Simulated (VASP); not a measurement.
# SnO (Pmmn) in VASP: single point with PBE

Aim: the single point of SnO with PBE.

All numbers are computed with VASP 6.6.1; they aren't measurements. Logs are shortened: lines on timing, memory, paths and dates and some standing lists are left out, and cuts for length are marked.

### Step 1. The cell of the first run

Symmetry: Pmmn, No. 59, orthorhombic system. Conventional cell: a = 3.716 Å, b = 3.954 Å, c = 4.752 Å, α = 90.00°, β = 90.00°, γ = 90.00°. Sn (site symmetry mm2) has 2 O at 2.07 Å within 2.7 Å. O (site symmetry mm2) has 2 Sn at 2.07 Å within 2.7 Å.

### Step 2. Single point, PBE

INCAR reads:

```
SYSTEM = SnO
PREC = Accurate
ENCUT = 520
EDIFF = 1E-6
ISMEAR = 0
SIGMA = 0.1
LREAL = .FALSE.
LASPH = .TRUE.
NELM = 60
ALGO = Normal
ISIF = 2
LWAVE = .FALSE.
LCHARG = .TRUE.
GGA = PE
LELF = .TRUE.
LVHAR = .TRUE.
NBANDS = 28
```

KPOINTS reads:

```
Automatic mesh
0
G
  6 4 4
  0 0 0
```

POSCAR reads:

```
SnO
1.0
    3.7156808600      0.0000000000      0.0000000000
    0.0000000000      3.9543229700      0.0000000000
    0.0000000000      0.0000000000      4.7520457200
Sn O
2 2
Direct
    0.5000000000      0.0000000000      0.6716899200
    0.0000000000      0.5000000000      0.3283100800
    0.0000000000      0.0000000000      0.1964433400
    0.5000000000      0.5000000000      0.8035566600
```

Potentials or basis: VASP PAW PBE potentials, release 64 (Sn_d, O).

Started as:

```console
cat potpaw_PBE.64/Sn_d/POTCAR potpaw_PBE.64/O/POTCAR > POTCAR
mpirun -np 1 vasp_std > vasp.out
```

OUTCAR:

```text
SYSTEM = SnO
   PREC = Accurate
   ENCUT = 520
   EDIFF = 1E-6
   ISMEAR = 0
   LREAL = .FALSE.
   LASPH = .TRUE.
   NELM = 60
   ISIF = 2
   GGA = PE

 ion  position               nearest neighbor table
   1  0.500  0.000  0.672-   4 2.07   4 2.07   2 3.17   2 3.17   2 3.17   2 3.17
   2  0.000  0.500  0.328-   3 2.07   3 2.07   1 3.17   1 3.17   1 3.17   1 3.17
   3  0.000  0.000  0.196-   2 2.07   2 2.07
   4  0.500  0.500  0.804-   1 2.07   1 2.07

  LATTYP: Found a simple orthorhombic cell.
 ALAT       =     3.7156808600
 B/A-ratio  =     1.0642256746
 C/A-ratio  =     1.2789165429

  Lattice vectors:

 A1 = (   3.7156808600,   0.0000000000,   0.0000000000)
 A2 = (   0.0000000000,   3.9543229700,   0.0000000000)
 A3 = (   0.0000000000,   0.0000000000,   4.7520457200)

Analysis of symmetry for initial positions (statically):
=====================================================================
 Subroutine PRICEL returns:
 Original cell was already a primitive cell.

 Routine SETGRP: Setting up the symmetry group for a
 simple orthorhombic supercell.

 Subroutine GETGRP returns: Found  8 space group operations
 (whereof  4 operations were pure point group operations)
 out of a pool of  8 trial point group operations.

The static configuration has the point symmetry C_2v.
 The point group associated with its full space group is D_2h.

Analysis of symmetry for dynamics (positions and initial velocities):
=====================================================================
 Subroutine PRICEL returns:
 Original cell was already a primitive cell.

 Routine SETGRP: Setting up the symmetry group for a
 simple orthorhombic supercell.

 Subroutine GETGRP returns: Found  8 space group operations
 (whereof  4 operations were pure point group operations)
 out of a pool of  8 trial point group operations.

The dynamic configuration has the point symmetry C_2v.
 The point group associated with its full space group is D_2h.

 Subroutine INISYM returns: Found  8 space group operations
 (whereof  4 operations are pure point group operations),
 and found     1 'primitive' translations

----------------------------------------------------------------------------------------

                                     Primitive cell

  volume of cell :      69.8218

  direct lattice vectors                    reciprocal lattice vectors
     3.715680860  0.000000000  0.000000000     0.269129680  0.000000000  0.000000000
     0.000000000  3.954322970  0.000000000     0.000000000  0.252887791  0.000000000
     0.000000000  0.000000000  4.752045720     0.000000000  0.000000000  0.210435686

  length of vectors
     3.715680860  3.954322970  4.752045720     0.269129680  0.252887791  0.210435686

  position of ions in fractional coordinates (direct lattice)
     0.500000000  0.000000000  0.671689920
     0.000000000  0.500000000  0.328310080
     0.000000000  0.000000000  0.196443340
     0.500000000  0.500000000  0.803556660

  ion indices of the primitive-cell ions
   primitive index   ion index
                 1           1
                 2           2
                 3           3
                 4           4

----------------------------------------------------------------------------------------

 KPOINTS: Automatic mesh

Automatic generation of k-mesh.
 Grid dimensions read from file:
 generate k-points for:    6    4    4

 Generating k-lattice:

  Cartesian coordinates                     Fractional coordinates (reciprocal lattice)
     0.044854947  0.000000000  0.000000000     0.166666667  0.000000000  0.000000000
     0.000000000  0.063221948  0.000000000     0.000000000  0.250000000  0.000000000
     0.000000000  0.000000000  0.052608921     0.000000000  0.000000000  0.250000000

  Length of vectors
     0.044854947  0.063221948  0.052608921

  Shift w.r.t. Gamma in fractional coordinates (k-lattice)
     0.000000000  0.000000000  0.000000000

 Subroutine IBZKPT returns following result:
 ===========================================

 Found     36 irreducible k-points:

 Following reciprocal coordinates:
            Coordinates               Weight
  0.000000  0.000000  0.000000      1.000000
  0.166667  0.000000  0.000000      2.000000
  0.333333  0.000000  0.000000      2.000000
  0.500000  0.000000  0.000000      1.000000
  0.000000  0.250000  0.000000      2.000000
  0.166667  0.250000  0.000000      4.000000
[... 16 lines left out ...]
  0.333333  0.500000  0.250000      4.000000
  0.500000  0.500000  0.250000      2.000000
 [... further k-points ...]
   k-points           NKPTS =     36   k-points in BZ     NKDIM =     36   number of bands    NBANDS=     28
   number of dos      NEDOS =    301   number of ions     NIONS =      4
   total plane-waves  NPLWV =  30240
   dimension x,y,z NGX =    28 NGY =   30 NGZ =   36
   dimension x,y,z NGXF=    56 NGYF=   60 NGZF=   72
   ions per type =               2   2
   NGX,Y,Z   is equivalent  to a cutoff of  12.53, 12.61, 12.59 a.u.
   NGXF,Y,Z  is equivalent  to a cutoff of  25.06, 25.22, 25.19 a.u.
 SYSTEM =  SnO
   PREC   = accura    normal or accurate (medium, high low for compatibility)
   ISTART =      0    job   : 0-new  1-cont  2-samecut
   ICHARG =      2    charge: 1-file 2-atom 10-const
   ISPIN  =      1    spin polarized calculation?
   LNONCOLLINEAR =      F non collinear calculations
   LSORBIT =      F    spin-orbit coupling
   LASPH  =      T    aspherical Exc in radial PAW
   ENCUT  =  520.0 eV  38.22 Ry    6.18 a.u.   6.91  7.35  8.84*2*pi/ulx,y,z
   NELM   =     60;   NELMIN=  2; NELMDL= -5     # of ELM steps
   EDIFF  = 0.1E-05   stopping-criterion for ELM
   LREAL  =      F    real-space projection
   EDIFFG = 0.1E-04   stopping-criterion for IOM
   NSW    =      0    number of steps for IOM
   IBRION =     -1    ionic relax: 0-MD 1-quasi-New 2-CG
   NFREE  =      0    steps in history (QN), initial steepest desc. (CG)
   ISIF   =      2    stress and relaxation
   ISYM   =      2    0-nonsym 1-usesym 2-fastsym
   POTIM  = 0.5000    time-step for ionic-motion
   TEBEG  =    0.0;   TEEND  =   0.0 temperature during run
   PSTRESS=    0.0 pullay stress
   NELECT =      40.0000    total number of electrons
   NUPDOWN=      -1.0000    fix difference up-down
   EMIN   =  10.00;   EMAX   =-10.00  energy-range for DOS
   EFERMI =   0.00;   METHOD = LEGACY
   ISMEAR =     0;   SIGMA  =   0.10  broadening in eV -4-tet -1-fermi 0-gaus
   EFERMI_NEDOS =   21; number of points for ismear=-14 and -15
   IALGO  =     38    algorithm
   IMIX   =      4    mixing-type and parameters
     AMIX     =   0.40;   BMIX     =  1.00
     AMIX_MAG =   1.60;   BMIX_MAG =  1.00
  volume/ion in A,a.u.               =      17.46       117.80
  Fermi-wavevector in a.u.,A,eV,Ry     =   1.359662  2.569390 25.152846  1.848682
  Thomas-Fermi vector in A             =   2.486391
   LORBIT       =      0    0 simple, 1 ext, 2 COOP (PROOUT), +10 PAW based schemes
   GGA     = PE    functional components
   LHFCALC =     F    Hartree Fock is set to
   AEXX    =    0.0000 exact exchange contribution
   IVDW    =     0    specifies the selected vdW correction
   LEPSILON=     F    determine dielectric tensor
   LRPA    =     F    only Hartree local field effects (RPA)
 non-spin polarized calculation
 Gauss-broadening in eV      SIGMA  =   0.10
  energy-cutoff  :      520.00
  volume of cell :       69.82
 maximum number of plane-waves:      1908
 NGX is ok and might be reduce to    28
   NGX = 13   NGY = 15   NGZ = 17

 number of electron      39.9999996 magnetization

 Free energy of the ion-electron system (eV)
  ---------------------------------------------------
  ext. energy  EPLUGINS =         0.00000000
  ---------------------------------------------------
  free energy    TOTEN  =       -19.25834095 eV

  energy without entropy =      -19.25294927  energy(sigma->0) =      -19.25564511

 E-fermi :   6.6986     XC(G=0): -10.3584

 val. band max:        6.6412664331   @ k =   0.3333   0.2500   0.0000
 cond. band min:       6.7252068382   @ k =   0.5000   0.5000   0.2500
 fundamental gap:      0.0839404051
 Fermi energy:         6.6985628158

 k-point     1 :       0.0000    0.0000    0.0000
  band No.  band energies     occupation
      1     -15.2019      2.00000
      2     -14.9999      2.00000
      3     -14.8451      2.00000
      4     -14.8232      2.00000
      5     -14.7432      2.00000
      6     -14.7407      2.00000
[... 20 lines left out ...]
     27      17.1330      0.00000
     28      18.1384      0.00000

 k-point     2 :       0.1667    0.0000    0.0000
  band No.  band energies     occupation
      1     -15.1882      2.00000
      2     -15.0130      2.00000
      3     -14.8373      2.00000
      4     -14.8079      2.00000
      5     -14.7516      2.00000
      6     -14.7449      2.00000
[... 20 lines left out ...]
     27      16.9680      0.00000
     28      17.8183      0.00000

 k-point     3 :       0.3333    0.0000    0.0000
  band No.  band energies     occupation
      1     -15.1518      2.00000
      2     -15.0508      2.00000
      3     -14.8162      2.00000
      4     -14.7714      2.00000
      5     -14.7670      2.00000
      6     -14.7592      2.00000
[... 20 lines left out ...]
     27      15.6773      0.00000
     28      18.1125      0.00000

 k-point     4 :       0.5000    0.0000    0.0000
  band No.  band energies     occupation
      1     -15.1022      2.00000
      2     -15.1022      2.00000
      3     -14.7893      2.00000
      4     -14.7893      2.00000
      5     -14.7634      2.00000
      6     -14.7634      2.00000
[... 20 lines left out ...]
     27      17.4984      0.00000
     28      17.4984      0.00000

 k-point     5 :       0.0000    0.2500    0.0000
  band No.  band energies     occupation
      1     -15.0341      2.00000
      2     -14.8868      2.00000
      3     -14.8529      2.00000
      4     -14.8227      2.00000
      5     -14.7855      2.00000
      6     -14.7346      2.00000
[... 20 lines left out ...]
     27      14.7658      0.00000
     28      17.6843      0.00000

 k-point     6 :       0.1667    0.2500    0.0000
  band No.  band energies     occupation
      1     -15.0208      2.00000
      2     -14.8892      2.00000
      3     -14.8359      2.00000
      4     -14.8221      2.00000
      5     -14.7987      2.00000
      6     -14.7337      2.00000
[... 463 lines left out ...]
      5     -14.7688      2.00000
      6     -14.7688      2.00000
[... 20 lines left out ...]
     27      15.0678      0.00000
     28      15.0678      0.00000

 k-point    22 :       0.1667    0.5000    0.2500
  band No.  band energies     occupation
      1     -14.8479      2.00000
      2     -14.8479      2.00000
      3     -14.8082      2.00000
      4     -14.8082      2.00000
      5     -14.7634      2.00000
      6     -14.7634      2.00000
[... 20 lines left out ...]
     27      15.6355      0.00000
     28      15.6355      0.00000

 k-point    23 :       0.3333    0.5000    0.2500
  band No.  band energies     occupation
      1     -14.8434      2.00000
      2     -14.8434      2.00000
      3     -14.7785      2.00000
      4     -14.7785      2.00000
      5     -14.7540      2.00000
      6     -14.7540      2.00000
[... 20 lines left out ...]
     27      16.5663      0.00000
     28      16.5663      0.00000

 k-point    24 :       0.5000    0.5000    0.2500
  band No.  band energies     occupation
      1     -14.8397      2.00000
      2     -14.8397      2.00000
      3     -14.7672      2.00000
      4     -14.7672      2.00000
      5     -14.7433      2.00000
      6     -14.7433      2.00000
[... 20 lines left out ...]
     27      17.0953      0.00000
     28      17.0953      0.00000

 [... further k-points ...]
[... 5 lines left out ...]
  --------------------------------------------------------------------------------------
  -------------------------------------------------------------------------------------
  Total        1.7366005     10.7394687      2.3978002      0.0000000      0.0000000      0.0000000
  in kB       39.8491761    246.4349080     55.0214989      0.0000000      0.0000000      0.0000000
  external PRESSURE =     113.7685277 kB  Pullay stress =       0.0000000 kB

 VOLUME and BASIS-vectors are now :
 -----------------------------------------------------------------------------
  energy-cutoff  :      520.00
  volume of cell :       69.82
      direct lattice vectors                 reciprocal lattice vectors
     3.715680860  0.000000000  0.000000000     0.269129680  0.000000000  0.000000000
     0.000000000  3.954322970  0.000000000     0.000000000  0.252887791  0.000000000
     0.000000000  0.000000000  4.752045720     0.000000000  0.000000000  0.210435686

 POSITION                                       TOTAL-FORCE (eV/Angst)
 -----------------------------------------------------------------------------------
      1.85784      0.00000      3.19190         0.000000      0.000000      1.016221
      0.00000      1.97716      1.56014         0.000000      0.000000     -1.016221
      0.00000      0.00000      0.93351         0.000000      0.000000     -1.520521
      1.85784      1.97716      3.81854         0.000000      0.000000      1.520521
 -----------------------------------------------------------------------------------
    total drift:                                0.000000      0.000000      0.000000

  FREE ENERGIE OF THE ION-ELECTRON SYSTEM (eV)
  ---------------------------------------------------
  free  energy   TOTEN  =       -19.2583409544 eV

  energy  without entropy=      -19.2529492674  energy(sigma->0) =      -19.25564511
```

Run time: 23 s. Hardware: 1 thread of Intel Xeon 6975P-C (Granite Rapids), shared host; peak memory 0.2 GiB.

Results:

```yaml
Free_energy: -19.2583 eV
Pressure: 11.4 GPa
Largest_force: 1.521 eV/Å
Band_gap_on_the_k_mesh: zero (band 20 reaches 6.87 eV, above the bottom of band 21 at 6.53 eV)
```

Forces on the atoms (eV/Å):
```
Sn   0.000  0.000  1.016
Sn   0.000  0.000 -1.016
O    0.000  0.000 -1.521
O    0.000  0.000  1.521
```

Stress tensor (GPa, compression positive):
```
 3.98  0.00  0.00
 0.00 24.64  0.00
 0.00  0.00  5.50
```

Levels at points of the mesh, in eV from the Fermi level:
| k point | band 16 | band 17 | band 18 | band 19 | band 20 | band 21 | band 22 | band 23 | band 24 | band 25 |
| --- | --- | --- | --- | --- | --- | --- | --- | --- | --- | --- |
| (0.00, 0.00, 0.00) | -3.78 | -3.73 | -3.47 | -2.37 | -1.73 | 3.30 | 3.55 | 3.90 | 4.52 | 7.07 |
| (0.50, 0.00, 0.00) | -5.03 | -3.61 | -3.61 | -0.95 | -0.95 | 0.53 | 0.53 | 4.34 | 4.34 | 6.53 |
| (0.00, 0.50, 0.00) | -4.25 | -2.66 | -2.66 | -0.55 | -0.55 | 4.10 | 4.10 | 4.11 | 4.11 | 6.26 |
| (0.50, 0.50, 0.00) | -3.54 | -3.15 | -3.15 | -1.24 | -1.24 | -0.17 | -0.17 | 4.42 | 4.42 | 8.30 |
| (0.00, 0.00, 0.50) | -4.12 | -3.06 | -3.02 | -2.15 | -0.66 | 2.32 | 2.55 | 3.36 | 4.31 | 6.76 |
| (0.50, 0.00, 0.50) | -5.00 | -3.30 | -3.30 | -1.97 | -1.97 | 1.78 | 1.78 | 5.35 | 5.35 | 6.18 |
| (0.00, 0.50, 0.50) | -3.41 | -2.53 | -2.53 | -0.99 | -0.99 | 2.70 | 2.70 | 3.59 | 3.59 | 8.19 |
| (0.50, 0.50, 0.50) | -4.49 | -4.08 | -4.08 | 0.17 | 0.17 | 0.68 | 0.68 | 4.63 | 4.63 | 6.21 |

Caveat: the k points lie up to 0.40 Å⁻¹ apart; spin-orbit coupling is left out, which moves the levels of the heavy elements; forces of over 1 eV/Å act on the atoms, so gaps and moduli don't describe the material at rest.
